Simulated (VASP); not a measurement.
A run of VASP 6.6.1:

The input INCAR:

```
SYSTEM = Ga3Se
  PREC = Accurate
  ENCUT = 520
  EDIFF = 1E-6
  ISMEAR = 0
  SIGMA = 0.05
  LREAL = .FALSE.
  LASPH = .TRUE.
  NELM = 80
  ALGO = Normal
  ISIF = 2
  LWAVE = .FALSE.
  LCHARG = .TRUE.
  GGA = PE
  LELF = .TRUE.
  LVHAR = .TRUE.
  NBANDS = 30
```

File KPOINTS:

```
regular mesh
0
G
  6 6 6
  0 0 0
```

The input POSCAR:

```
Ga3Se
1.0
    4.4324650000      0.0000000000      0.0000000000
    0.0000000000      4.4324650000      0.0000000000
    0.0000000000      0.0000000000      4.4324650000
Ga Se
3 1
Direct
    0.0000000000      0.5000000000      0.5000000000
    0.5000000000      0.0000000000      0.5000000000
    0.5000000000      0.5000000000      0.0000000000
    0.0000000000      0.0000000000      0.0000000000
```

Potentials or basis: VASP PAW PBE potentials, release 64 (Ga_d, Se).

Run with:

```console
$ cat potpaw_PBE.64/Ga_d/POTCAR potpaw_PBE.64/Se/POTCAR > POTCAR
$ mpirun -np 1 vasp_std > vasp.out
```

Hardware: 1 thread of Intel(R) Xeon(R) Platinum 8488C (Sapphire Rapids) (shared host).

Task: How long does it take, and how much memory?

Result: Wall time 35 s on 1 thread of Intel(R) Xeon(R) Platinum 8488C (Sapphire Rapids), with other jobs on the host, peak memory 0.22 GiB. Counts: scf iterations 12, k points 20.
